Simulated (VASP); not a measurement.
Set up this calculation in VASP 6.6.1, as the native input.

```
Task                   : single point
Functional             : PBE
Potentials or basis    : VASP PAW PBE potentials, release 64 (Zr_sv, C)
Cutoff                 : 520 eV
k mesh                 : 16 × 16 × 16
Occupations            : gaussian, width 0.1 eV
Spin                   : no spin polarisation
Dipole correction      : no
Further INCAR settings : ALGO = Normal; EDIFF = 1e-07; NBANDS = 22
```

The structure of ZrC4 lies in POSCAR:

```
ZrC4
1.0
   -1.6909339899      1.6909339899      4.0874600346
    1.6909339899     -1.6909339899      4.0874600346
    1.6909339899      1.6909339899     -4.0874600346
Zr C
1 4
Direct
    0.0000000000      0.0000000000      0.0000000000
    0.7500000000      0.2500000000      0.5000000000
    0.2500000000      0.7500000000      0.5000000000
    0.4185110869      0.4185110869      0.0000000000
    0.5814889131      0.5814889131      0.0000000000
```

These files were run (other wordings do the same):

INCAR

```
SYSTEM = ZrC4
PREC = Accurate
ENCUT = 520
EDIFF = 1E-7
ISMEAR = 0
SIGMA = 0.1
LREAL = .False.
LASPH = .True.
NELM = 60
ALGO = Normal
ISIF = 2
LWAVE = .False.
LCHARG = .False.
GGA = PE
NBANDS = 22
```

KPOINTS

```
Automatic mesh
0
Gamma
  16 16 16
  0 0 0
```

Potentials or basis: VASP PAW PBE potentials, release 64 (Zr_sv, C).

The run is started by

```console
$ cat potpaw_PBE.64/Zr_sv/POTCAR potpaw_PBE.64/C/POTCAR > POTCAR
$ mpirun -np 1 vasp_std > vasp.out
```

Results of the run:

| Property | Result |
| --- | --- |
| Pressure | 0.3 GPa |
| Largest force | 0.091 eV/Å |
| Band gap on the k mesh | zero (bands 14 and 15 overlap by 1.61 eV) |

Run time: 3.5 min on 1 thread of Intel(R) Xeon(R) 6975P-C (Granite Rapids), with other jobs on the host, peak memory 0.44 GiB.
